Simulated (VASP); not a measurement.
# MgB2 (P6/mmm) in VASP: single point with PBEsol

Aim: the single point of MgB2 with PBEsol.

Everything below comes from runs of VASP 6.6.1. Logs are shortened: lines on timing, memory, paths and dates and some standing lists are left out, and cuts for length are marked.

### 1 The cell of the first run

Symmetry: P6/mmm, No. 191, hexagonal system. Conventional cell: a = 3.062 Å, b = 3.062 Å, c = 3.505 Å, α = 90.00°, β = 90.00°, γ = 120.00°. Mg (site symmetry 6/mmm) has 12 B at 2.49 Å and 6 Mg at 3.06 Å within 3.3 Å. Within 2.3 Å of B (site symmetry -6m2) lie 3 B at 1.77 Å.

### 2 Single point, PBEsol

Contents of INCAR:

```
ALGO = Normal ; EDIFF = 1E-6
ENCUT = 600 ; GGA = PS
GGA_COMPAT = F ; ISIF = 2
ISMEAR = 0 ; LASPH = T
LCHARG = F ; LREAL = F
LWAVE = F ; NBANDS = 11
NELM = 120 ; PREC = Accurate
SIGMA = 0.1
```

Contents of KPOINTS:

```
k-points
0
Gamma
  15 15 12
```

Contents of POSCAR:

```
MgB2
1.0
    3.0616662444      0.0000000000      0.0000000000
   -1.5308331222      2.6514807456      0.0000000000
    0.0000000000      0.0000000000      3.5045635065
Mg B
1 2
Direct
    0.0000000000      0.0000000000      0.0000000000
    0.6666666667      0.3333333333      0.5000000000
    0.3333333333      0.6666666667      0.5000000000
```

Potentials or basis: VASP PAW PBE potentials, release 64 (Mg, B).

Launch:

```bash
> cat potpaw_PBE.64/Mg/POTCAR potpaw_PBE.64/B/POTCAR > POTCAR
> mpirun -np 1 vasp_std > vasp.out
```

OUTCAR:

```text
EDIFF = 1E-6
   ENCUT = 600
   GGA = PS
   ISIF = 2
   ISMEAR = 0
   LASPH = T
   LREAL = F
   NELM = 120
   PREC = Accurate

 ion  position               nearest neighbor table
   1  0.000  0.000  0.000-   2 2.49   3 2.49   2 2.49   3 2.49   2 2.49   2 2.49   3 2.49   3 2.49
                             2 2.49   2 2.49   3 2.49   3 2.49
   2  0.667  0.333  0.500-   3 1.77   3 1.77   3 1.77   1 2.49   1 2.49   1 2.49   1 2.49   1 2.49
                             1 2.49
   3  0.333  0.667  0.500-   2 1.77   2 1.77   2 1.77   1 2.49   1 2.49   1 2.49   1 2.49   1 2.49
                             1 2.49

  LATTYP: Found a hexagonal cell.
 ALAT       =     3.0616662444
 C/A-ratio  =     1.1446588971

  Lattice vectors:

 A1 = (   3.0616662444,   0.0000000000,   0.0000000000)
 A2 = (  -1.5308331222,   2.6514807456,   0.0000000000)
 A3 = (   0.0000000000,   0.0000000000,   3.5045635065)

Analysis of symmetry for initial positions (statically):
=====================================================================
 Subroutine PRICEL returns:
 Original cell was already a primitive cell.

 Routine SETGRP: Setting up the symmetry group for a
 hexagonal supercell.

 Subroutine GETGRP returns: Found 24 space group operations
 (whereof 24 operations were pure point group operations)
 out of a pool of 24 trial point group operations.

The static configuration has the point symmetry D_6h.

Analysis of symmetry for dynamics (positions and initial velocities):
=====================================================================
 Subroutine PRICEL returns:
 Original cell was already a primitive cell.

 Routine SETGRP: Setting up the symmetry group for a
 hexagonal supercell.

 Subroutine GETGRP returns: Found 24 space group operations
 (whereof 24 operations were pure point group operations)
 out of a pool of 24 trial point group operations.

The dynamic configuration has the point symmetry D_6h.

 Subroutine INISYM returns: Found 24 space group operations
 (whereof 24 operations are pure point group operations),
 and found     1 'primitive' translations

----------------------------------------------------------------------------------------

                                     Primitive cell

  volume of cell :      28.4499

  direct lattice vectors                    reciprocal lattice vectors
     3.061666244  0.000000000  0.000000000     0.326619533  0.188573875  0.000000000
    -1.530833122  2.651480746  0.000000000     0.000000000  0.377147751  0.000000000
     0.000000000  0.000000000  3.504563506     0.000000000  0.000000000  0.285342240
[... 97 lines left out ...]
   NELECT =       8.0000    total number of electrons
   NUPDOWN=      -1.0000    fix difference up-down
   EMIN   =  10.00;   EMAX   =-10.00  energy-range for DOS
   EFERMI =   0.00;   METHOD = LEGACY
   ISMEAR =     0;   SIGMA  =   0.10  broadening in eV -4-tet -1-fermi 0-gaus
   EFERMI_NEDOS =   21; number of points for ismear=-14 and -15
   IALGO  =     38    algorithm
   IMIX   =      4    mixing-type and parameters
     AMIX     =   0.40;   BMIX     =  1.00
     AMIX_MAG =   1.60;   BMIX_MAG =  1.00
  volume/ion in A,a.u.               =       9.48        64.00
  Fermi-wavevector in a.u.,A,eV,Ry     =   1.072535  2.026797 15.651203  1.150331
  Thomas-Fermi vector in A             =   2.208308
   LORBIT       =      0    0 simple, 1 ext, 2 COOP (PROOUT), +10 PAW based schemes
   GGA     = PS    functional components
   LHFCALC =     F    Hartree Fock is set to
   AEXX    =    0.0000 exact exchange contribution
   IVDW    =     0    specifies the selected vdW correction
   LEPSILON=     F    determine dielectric tensor
   LRPA    =     F    only Hartree local field effects (RPA)
 non-spin polarized calculation
 Gauss-broadening in eV      SIGMA  =   0.10
  energy-cutoff  :      600.00
  volume of cell :       28.45
 maximum number of plane-waves:       972
   NGX = 13   NGY = 13   NGZ = 13

 number of electron       8.0000000 magnetization

 Free energy of the ion-electron system (eV)
  ---------------------------------------------------
  ext. energy  EPLUGINS =         0.00000000
  ---------------------------------------------------
  free energy    TOTEN  =       -16.22665605 eV

  energy without entropy =      -16.22259599  energy(sigma->0) =      -16.22462602

 E-fermi :   5.3397     XC(G=0): -11.0729

 val. band max:        5.3341643277   @ k =   0.0667   0.0667   0.2500
 cond. band min:       5.3439616015   @ k =   0.0667   0.0000   0.0000
 fundamental gap:      0.0097972738
 Fermi energy:         5.3396827217

 k-point     1 :       0.0000    0.0000    0.0000
  band No.  band energies     occupation
      1      -7.1794      2.00000
      2       2.3450      2.00000
      3       5.7500      0.00000
      4       5.7500      0.00000
      5       6.9838      0.00000
      6      11.7385      0.00000
      7      11.7385      0.00000
      8      13.7235      0.00000
      9      15.4861      0.00000
     10      18.1502      0.00000
     11      21.6106      0.00000
[... 309 lines left out ...]
 k-point    24 :       0.4000    0.2000    0.0000
  band No.  band energies     occupation
      1      -2.7536      2.00000
      2      -2.1115      2.00000
      3       0.8846      2.00000
      4       6.1277      0.00000
      5       8.1062      0.00000
      6      11.0242      0.00000
      7      11.3138      0.00000
      8      13.5935      0.00000
      9      14.9558      0.00000
     10      17.3583      0.00000
     11      19.3301      0.00000

 [... further k-points ...]

------------------------ aborting loop because EDIFF is reached ----------------------------------------

  FORCE on cell =-STRESS in cart. coord.  units (eV):
  Direction    XX          YY          ZZ          XY          YZ          ZX
  --------------------------------------------------------------------------------------
  -------------------------------------------------------------------------------------
  Total        0.0133696      0.0133696     -0.0320739     -0.0000000      0.0000000      0.0000000
  in kB        0.7529214      0.7529214     -1.8062673     -0.0000000      0.0000000      0.0000000
  external PRESSURE =      -0.1001415 kB  Pullay stress =       0.0000000 kB

 VOLUME and BASIS-vectors are now :
 -----------------------------------------------------------------------------
  energy-cutoff  :      600.00
  volume of cell :       28.45
      direct lattice vectors                 reciprocal lattice vectors
     3.061666244  0.000000000  0.000000000     0.326619533  0.188573875  0.000000000
    -1.530833122  2.651480746  0.000000000     0.000000000  0.377147751  0.000000000
     0.000000000  0.000000000  3.504563506     0.000000000  0.000000000  0.285342240

 POSITION                                       TOTAL-FORCE (eV/Angst)
 -----------------------------------------------------------------------------------
      0.00000      0.00000      0.00000        -0.000000      0.000000      0.000000
      1.53083      0.88383      1.75228        -0.000000     -0.000000     -0.000000
     -0.00000      1.76765      1.75228         0.000000      0.000000      0.000000
 -----------------------------------------------------------------------------------
    total drift:                                0.000000     -0.000000      0.000000

  FREE ENERGIE OF THE ION-ELECTRON SYSTEM (eV)
  ---------------------------------------------------
  free  energy   TOTEN  =       -16.2266560541 eV

  energy  without entropy=      -16.2225959877  energy(sigma->0) =      -16.22462602
```

OSZICAR:

```text
N       E                     dE             d eps       ncg     rms          rms(c)
DAV:   1     0.677363563824E+01    0.67736E+01   -0.40756E+03  4374   0.685E+02
DAV:   2    -0.171781972284E+02   -0.23952E+02   -0.22551E+02  5241   0.117E+02
DAV:   3    -0.178641253716E+02   -0.68593E+00   -0.68220E+00  5440   0.165E+01
DAV:   4    -0.178659833750E+02   -0.18580E-02   -0.18577E-02  4866   0.890E-01
DAV:   5    -0.178659900953E+02   -0.67202E-05   -0.67202E-05  5087   0.584E-02    0.526E+00
DAV:   6    -0.164651328765E+02    0.14009E+01   -0.17588E+00  4745   0.607E+00    0.246E+00
DAV:   7    -0.162323015838E+02    0.23283E+00   -0.85805E-01  4889   0.425E+00    0.750E-01
DAV:   8    -0.162340651850E+02   -0.17636E-02   -0.76751E-02  4687   0.155E+00    0.335E-01
DAV:   9    -0.162267209224E+02    0.73443E-02   -0.17283E-02  4638   0.597E-01    0.581E-02
DAV:  10    -0.162266634087E+02    0.57514E-04   -0.83701E-04  5185   0.165E-01    0.202E-02
DAV:  11    -0.162266565898E+02    0.68189E-05   -0.38833E-05  4624   0.371E-02    0.333E-03
DAV:  12    -0.162266560541E+02    0.53568E-06   -0.36887E-06  4662   0.912E-03
   1 F= -.16226656E+02 E0= -.16224626E+02  d E =-.406007E-02
```

stdout:

```text
POSCAR found type information on POSCAR MgB
 POSCAR found :  2 types and       3 ions
 scaLAPACK will be used
 -----------------------------------------------------------------------------
|                                                                             |
|                                                                             |
|     You enforced a specific xc type in the INCAR file but a different       |
|     I HOPE YOU KNOW WHAT YOU ARE DOING!                                     |
|                                                                             |
 -----------------------------------------------------------------------------

 LDA part: xc-table for (Slater+PW92), standard interpolation
 POSCAR, INCAR and KPOINTS ok, starting setup
 FFT: planning ... GRIDC
 FFT: planning ... GRID_SOFT
 FFT: planning ... GRID
 WAVECAR not read
 entering main loop
```

Run time: 17 s. Hardware: 1 thread of Intel Xeon 6975P-C (Granite Rapids), shared host; peak memory 0.2 GiB.

What came out:

```yaml
Free_energy: -16.2267 eV
Pressure: 0.0 GPa
Band_gap_on_the_k_mesh: zero (bands 4 and 5 overlap by 3.86 eV)
```

Stress tensor (GPa, compression positive):
```
 0.08  0.00  0.00
 0.00  0.08  0.00
 0.00  0.00 -0.18
```

Caveat: the PAW data sets were made with another functional, which shifts forces and pressure a little.
